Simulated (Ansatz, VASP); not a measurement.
# One calculation of WS2, two programs

INCAR

```
PREC = Accurate ; ENCUT = 520
EDIFF = 1E-7 ; ISMEAR = 0
SIGMA = 0.05 ; LREAL = False
LASPH = True ; NELM = 100
ALGO = Normal ; ISIF = 2
LWAVE = False ; LCHARG = False
GGA = PE ; IVDW = 12
NBANDS = 35
```

The input KPOINTS:

```
regular mesh
0
Gamma
  12 12 4
```

The input POSCAR:

```
WS2
1.0
    3.1542061832      0.0000000000      0.0000000000
   -1.5771030916      2.7316226834      0.0000000000
    0.0000000000      0.0000000000     12.1399091344
W S
2 4
Direct
    0.3333333333      0.6666666667      0.2500000000
    0.6666666667      0.3333333333      0.7500000000
    0.3333333333      0.6666666667      0.5955755389
    0.6666666667      0.3333333333      0.1202874207
    0.3333333333      0.6666666667      0.8797125793
    0.6666666667      0.3333333333      0.3797125793
```

Input for Ansatz:

```yaml
crystal:
  lattice:
    - [3.1542061832, 0.0, 0.0]
    - [-1.5771030916, 2.7316226834, 0.0]
    - [0.0, 0.0, 12.1399091344]
  atoms:
    - { symbol: W, position: [0.3333333333, 0.6666666667, 0.25] }
    - { symbol: W, position: [0.6666666667, 0.3333333333, 0.75] }
    - { symbol: S, position: [0.3333333333, 0.6666666667, 0.5955755389] }
    - { symbol: S, position: [0.6666666667, 0.3333333333, 0.1202874207] }
    - { symbol: S, position: [0.3333333333, 0.6666666667, 0.8797125793] }
    - { symbol: S, position: [0.6666666667, 0.3333333333, 0.3797125793] }
basis:
  ecutwfc: 420
kpoints:
  mp_grid: { grid: [12, 12, 4] }
hamiltonian:
  xc: pbe
  dispersion: d3bj
scf:
  occupations: { method: gaussian, width: 0.05 }
output:
  forces: true
  stress: true
  eigenvalues: true
```

Alike in both runs: task single point; functional PBE; dispersion D3(BJ); k mesh 12 × 12 × 4; occupations gaussian, width 0.05 eV; no spin polarisation.

```csv
,VASP,Ansatz
version,VASP 6.6.1,Ansatz 0.2.0
potentials or method,"VASP PAW PBE potentials, release 64 (W_sv, S), cutoff 520 eV","scalar-relativistic, plane waves, PAW"
valence electrons in the cell,52,52
```

|  | VASP | Ansatz | Ansatz less VASP |
| --- | --- | --- | --- |
| gap on the k mesh at the Fermi level (eV) | 0.63 | 0.61 | -0.016 |
| least direct gap on the mesh (eV) | 1.74 | 1.74 | -0.007 |
| pressure (GPa) | -5.7 | -5.7 | +0.04 |
| traceless stress, the component that is largest in VASP (GPa) | -5.06 | -5.06 | -0.005 |
| rms of the force components (eV/Å) | 1.206 | 1.205 | -0.0011 |

Atom by atom the forces differ by 0.001 eV/Å (rms over components).

Spin-orbit coupling is off throughout.
